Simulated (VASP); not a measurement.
# B (P6_3/mmc) in VASP: a series of runs

The runs below take B through single point, relaxation of cell and atoms, with r2SCAN.

Program: VASP 6.6.1. These are calculated values, not measurements. Logs are shortened: lines on timing, memory, paths and dates and some standing lists are left out, and cuts for length are marked.

### Step 1. The cell of the first run

The structure is hexagonal, space group P6_3/mmc (No. 194). The conventional cell has a = 1.708 Å, b = 1.708 Å, c = 15.534 Å, α = 90.00°, β = 90.00°, γ = 120.00°. Within 2.3 Å of B (site symmetry -3m) lie 6 B at 1.71 Å. B (site symmetry -6m2) has 6 B at 1.71 Å within 2.3 Å.

### Step 2. Single point, r2SCAN

Contents of POSCAR:

```
B
1.0
    1.7079104768      0.0000000000      0.0000000000
   -0.8539552384      1.4790938603      0.0000000000
    0.0000000000      0.0000000000     15.5335622448
B
4
Direct
    0.0000000000      0.0000000000      0.0000000000
    0.0000000000      0.0000000000      0.5000000000
    0.3333333333      0.6666666667      0.2500000000
    0.6666666667      0.3333333333      0.7500000000
```

Contents of INCAR.step1:

```
PREC = Accurate ; ENCUT = 520
ISMEAR = -1 ; SIGMA = 0.1
LREAL = F ; LASPH = T
NELM = 80 ; NBANDS = 14
GGA = PE ; ALGO = Normal
EDIFF = 1E-4 ; LWAVE = T
LCHARG = F
```

Contents of INCAR.step2:

```
PREC = Accurate ; ENCUT = 520
EDIFF = 1E-6 ; ISMEAR = -1
SIGMA = 0.1 ; LREAL = F
LASPH = T ; NELM = 80
ALGO = Normal ; ISIF = 2
LWAVE = F ; LCHARG = F
METAGGA = R2SCAN ; LMIXTAU = T
NBANDS = 14 ; ISTART = 1
```

Contents of KPOINTS:

```
Automatic mesh
0
Gamma
  28 28 3
```

Potentials or basis: VASP PAW PBE potentials, release 64 (B).

Run with:

```bash
$ cat potpaw_PBE.64/B/POTCAR > POTCAR
$ cp INCAR.step1 INCAR
$ mpirun -np 1 vasp_std > vasp.out
$ cp INCAR.step2 INCAR
$ mpirun -np 1 vasp_std > vasp.out
```

OUTCAR:

```text
PREC = Accurate
   ENCUT = 520
   EDIFF = 1E-6
   ISMEAR = -1
   LREAL = F
   LASPH = T
   NELM = 80
   ISIF = 2
   METAGGA = R2SCAN
   ISTART = 1

 ion  position               nearest neighbor table
   1  0.000  0.000  0.000-
   2  0.000  0.000  0.500-
   3  0.333  0.667  0.250-
   4  0.667  0.333  0.750-

  LATTYP: Found a hexagonal cell.
 ALAT       =     1.7079104768
 C/A-ratio  =     9.0950681876

  Lattice vectors:

 A1 = (   1.7079104768,   0.0000000000,   0.0000000000)
 A2 = (  -0.8539552384,   1.4790938603,   0.0000000000)
 A3 = (   0.0000000000,   0.0000000000,  15.5335622448)

Analysis of symmetry for initial positions (statically):
=====================================================================
 Subroutine PRICEL returns:
 Original cell was already a primitive cell.

 Routine SETGRP: Setting up the symmetry group for a
 hexagonal supercell.

 Subroutine GETGRP returns: Found 24 space group operations
 (whereof 12 operations were pure point group operations)
 out of a pool of 24 trial point group operations.

The static configuration has the point symmetry D_3d.
 The point group associated with its full space group is D_6h.

Analysis of symmetry for dynamics (positions and initial velocities):
=====================================================================
 Subroutine PRICEL returns:
 Original cell was already a primitive cell.

 Routine SETGRP: Setting up the symmetry group for a
 hexagonal supercell.

 Subroutine GETGRP returns: Found 24 space group operations
 (whereof 12 operations were pure point group operations)
 out of a pool of 24 trial point group operations.

The dynamic configuration has the point symmetry D_3d.
 The point group associated with its full space group is D_6h.

 Subroutine INISYM returns: Found 24 space group operations
 (whereof 12 operations are pure point group operations),
 and found     1 'primitive' translations

----------------------------------------------------------------------------------------

                                     Primitive cell

  volume of cell :      39.2403

  direct lattice vectors                    reciprocal lattice vectors
     1.707910477  0.000000000  0.000000000     0.585510783  0.338044808  0.000000000
    -0.853955238  1.479093860  0.000000000     0.000000000  0.676089616  0.000000000
     0.000000000  0.000000000 15.533562245     0.000000000  0.000000000  0.064376734

  length of vectors
     1.707910477  1.707910477 15.533562245     0.676089616  0.676089616  0.064376734

  position of ions in fractional coordinates (direct lattice)
     0.000000000  0.000000000  0.000000000
     0.000000000  0.000000000  0.500000000
     0.333333333  0.666666667  0.250000000
     0.666666667  0.333333333  0.750000000

  ion indices of the primitive-cell ions
   primitive index   ion index
                 1           1
                 2           2
                 3           3
                 4           4

----------------------------------------------------------------------------------------

 KPOINTS: Automatic mesh

Automatic generation of k-mesh.
 Grid dimensions read from file:
 generate k-points for:   28   28    3

 Generating k-lattice:

  Cartesian coordinates                     Fractional coordinates (reciprocal lattice)
     0.020911099  0.012073029  0.000000000     0.035714286 -0.000000000  0.000000000
     0.000000000  0.024146058  0.000000000     0.000000000  0.035714286  0.000000000
     0.000000000  0.000000000  0.021458911     0.000000000  0.000000000  0.333333333

  Length of vectors
     0.024146058  0.024146058  0.021458911

  Shift w.r.t. Gamma in fractional coordinates (k-lattice)
     0.000000000  0.000000000  0.000000000

 Subroutine IBZKPT returns following result:
 ===========================================

 Found    160 irreducible k-points:

 Following reciprocal coordinates:
            Coordinates               Weight
  0.000000  0.000000  0.000000      1.000000
  0.035714 -0.000000  0.000000      6.000000
  0.071429 -0.000000  0.000000      6.000000
  0.107143 -0.000000  0.000000      6.000000
  0.142857  0.000000  0.000000      6.000000
  0.178571 -0.000000  0.000000      6.000000
[... 16 lines left out ...]
  0.285714  0.035714  0.000000     12.000000
  0.321429  0.035714  0.000000     12.000000
 [... further k-points ...]
   k-points           NKPTS =    160   k-points in BZ     NKDIM =    160   number of bands    NBANDS=     14
   number of dos      NEDOS =    301   number of ions     NIONS =      4
   total plane-waves  NPLWV =  23520
   dimension x,y,z NGX =    14 NGY =   14 NGZ =  120
   dimension x,y,z NGXF=    28 NGYF=   28 NGZF=  240
   ions per type =               4
   NGX,Y,Z   is equivalent  to a cutoff of  13.63, 13.63, 12.84 a.u.
   NGXF,Y,Z  is equivalent  to a cutoff of  27.25, 27.25, 25.69 a.u.
 SYSTEM =  unknown system
   PREC   = accura    normal or accurate (medium, high low for compatibility)
   ISTART =      1    job   : 0-new  1-cont  2-samecut
   ICHARG =      0    charge: 1-file 2-atom 10-const
   ISPIN  =      1    spin polarized calculation?
   LNONCOLLINEAR =      F non collinear calculations
   LSORBIT =      F    spin-orbit coupling
   LASPH  =      T    aspherical Exc in radial PAW
   ENCUT  =  520.0 eV  38.22 Ry    6.18 a.u.   3.18  3.18 28.88*2*pi/ulx,y,z
   NELM   =     80;   NELMIN=  2; NELMDL=  0     # of ELM steps
   EDIFF  = 0.1E-05   stopping-criterion for ELM
   LREAL  =      F    real-space projection
   EDIFFG = 0.1E-04   stopping-criterion for IOM
   NSW    =      0    number of steps for IOM
   IBRION =     -1    ionic relax: 0-MD 1-quasi-New 2-CG
   NFREE  =      0    steps in history (QN), initial steepest desc. (CG)
   ISIF   =      2    stress and relaxation
   ISYM   =      2    0-nonsym 1-usesym 2-fastsym
   POTIM  = 0.5000    time-step for ionic-motion
   TEBEG  =    0.0;   TEEND  =   0.0 temperature during run
   PSTRESS=    0.0 pullay stress
   NELECT =      12.0000    total number of electrons
   NUPDOWN=      -1.0000    fix difference up-down
   EMIN   =  10.00;   EMAX   =-10.00  energy-range for DOS
   EFERMI =   0.00;   METHOD = LEGACY
   ISMEAR =    -1;   SIGMA  =   0.10  broadening in eV -4-tet -1-fermi 0-gaus
   EFERMI_NEDOS =   21; number of points for ismear=-14 and -15
   IALGO  =     38    algorithm
   IMIX   =      4    mixing-type and parameters
     AMIX     =   0.40;   BMIX     =  1.00
     AMIX_MAG =   1.60;   BMIX_MAG =  1.00
  volume/ion in A,a.u.               =       9.81        66.20
  Fermi-wavevector in a.u.,A,eV,Ry     =   1.102955  2.084283 16.551631  1.216511
  Thomas-Fermi vector in A             =   2.239406
   LORBIT       =      0    0 simple, 1 ext, 2 COOP (PROOUT), +10 PAW based schemes
   METAGGA = R2SCAN    functional components
   LHFCALC =     F    Hartree Fock is set to
   AEXX    =    0.0000 exact exchange contribution
   IVDW    =     0    specifies the selected vdW correction
   LEPSILON=     F    determine dielectric tensor
   LRPA    =     F    only Hartree local field effects (RPA)
 non-spin polarized calculation
  energy-cutoff  :      520.00
  volume of cell :       39.24
 maximum number of plane-waves:      1084
 NGX is ok and might be reduce to    14
   NGX =  7   NGY =  7   NGZ = 57

 number of electron      12.0000000 magnetization

 Free energy of the ion-electron system (eV)
  ---------------------------------------------------
  ext. energy  EPLUGINS =         0.00000000
  ---------------------------------------------------
  free energy    TOTEN  =       -26.40482169 eV

  energy without entropy =      -26.37416223  energy(sigma->0) =      -26.38949196

 E-fermi :   4.8650     XC(G=0): -10.3215

 val. band max:        4.8317255197   @ k =   0.2143   0.1786   0.3333
 cond. band min:       4.9354233866   @ k =   0.2857   0.2857   0.0000
 fundamental gap:      0.1036978670
 Fermi energy:         4.8650191270

 k-point     1 :       0.0000    0.0000    0.0000
  band No.  band energies     occupation
      1     -13.5321      2.00000
      2     -13.4401      2.00000
      3     -13.4400      2.00000
      4     -13.3431      2.00000
      5      -4.0913      2.00000
      6      -3.4719      2.00000
      7      -3.4718      2.00000
      8      -2.7358      2.00000
      9       7.0039      0.00000
     10       9.1990      0.00000
     11       9.1990      0.00000
     12      12.9169      0.00000
     13      16.8687      0.00000
     14      22.2495      0.00000

 k-point     2 :       0.0357   -0.0000    0.0000
  band No.  band energies     occupation
      1     -13.4690      2.00000
      2     -13.3774      2.00000
      3     -13.3774      2.00000
      4     -13.2810      2.00000
      5      -4.0017      2.00000
      6      -3.3826      2.00000
      7      -3.3826      2.00000
      8      -2.6467      2.00000
      9       7.0815      0.00000
     10       9.2771      0.00000
     11       9.2771      0.00000
     12      13.0024      0.00000
     13      16.9200      0.00000
     14      22.3003      0.00000

 k-point     3 :       0.0714   -0.0000    0.0000
  band No.  band energies     occupation
      1     -13.2798      2.00000
      2     -13.1897      2.00000
      3     -13.1897      2.00000
      4     -13.0949      2.00000
      5      -3.7326      2.00000
      6      -3.1149      2.00000
      7      -3.1149      2.00000
      8      -2.3796      2.00000
      9       7.3139      0.00000
     10       9.5108      0.00000
     11       9.5108      0.00000
     12      13.2586      0.00000
     13      17.0697      0.00000
     14      22.4421      0.00000
[... 324 lines left out ...]
 k-point    23 :       0.2857    0.0357    0.0000
  band No.  band energies     occupation
      1      -9.0676      2.00000
      2      -9.0081      2.00000
      3      -9.0081      2.00000
      4      -8.9467      2.00000
      5       2.3779      2.00000
      6       2.9555      2.00000
      7       2.9555      2.00000
      8       3.6606      1.99999
      9      11.5843      0.00000
     10      12.9696      0.00000
     11      12.9697      0.00000
     12      14.0718      0.00000
     13      16.6742      0.00000
     14      17.2293      0.00000

 k-point    24 :       0.3214    0.0357    0.0000
  band No.  band energies     occupation
      1      -8.0480      2.00000
      2      -7.9960      2.00000
      3      -7.9959      2.00000
      4      -7.9425      2.00000
      5       3.9323      1.99982
      6       4.4919      1.95320
      7       4.4919      1.95317
      8       5.1811      0.08135
      9      11.0893      0.00000
     10      11.6685      0.00000
     11      11.6687      0.00000
     12      12.0268      0.00000
     13      16.3434      0.00000
     14      17.6919      0.00000

 [... further k-points ...]
[... 5 lines left out ...]
  --------------------------------------------------------------------------------------
  -------------------------------------------------------------------------------------
  Total       -0.2281707     -0.2281707     -0.3211509      0.0000000     -0.0000000      0.0000000
  in kB       -9.3161959     -9.3161959    -13.1125715      0.0000000     -0.0000000      0.0000000
  external PRESSURE =     -10.5816544 kB  Pullay stress =       0.0000000 kB

 VOLUME and BASIS-vectors are now :
 -----------------------------------------------------------------------------
  energy-cutoff  :      520.00
  volume of cell :       39.24
      direct lattice vectors                 reciprocal lattice vectors
     1.707910477  0.000000000  0.000000000     0.585510783  0.338044808  0.000000000
    -0.853955238  1.479093860  0.000000000     0.000000000  0.676089616  0.000000000
     0.000000000  0.000000000 15.533562245     0.000000000  0.000000000  0.064376734

 POSITION                                       TOTAL-FORCE (eV/Angst)
 -----------------------------------------------------------------------------------
      0.00000      0.00000      0.00000         0.000000      0.000000     -0.000000
      0.00000      0.00000      7.76678         0.000000      0.000000     -0.000000
     -0.00000      0.98606      3.88339        -0.000000     -0.000000      0.000000
      0.85396      0.49303     11.65017         0.000000      0.000000     -0.000000
 -----------------------------------------------------------------------------------
    total drift:                               -0.000000     -0.000000      0.000000

  FREE ENERGIE OF THE ION-ELECTRON SYSTEM (eV)
  ---------------------------------------------------
  free  energy   TOTEN  =       -26.4048216871 eV

  energy  without entropy=      -26.3741622335  energy(sigma->0) =      -26.38949196
```

Run time: 2.4 min. Hardware: 1 thread of Intel Xeon 6975P-C (Granite Rapids), shared host; peak memory 0.2 GiB.

What came out:

```
Free energy            : -26.4048 eV
Pressure               : -1.1 GPa
Band gap on the k mesh : zero (band 6 reaches 8.29 eV, above the bottom of band 7 at -3.47 eV)
```

Caveat: the PAW data sets were made with another functional, which shifts forces and pressure a little.

(Part 1 of 2 ends here.)
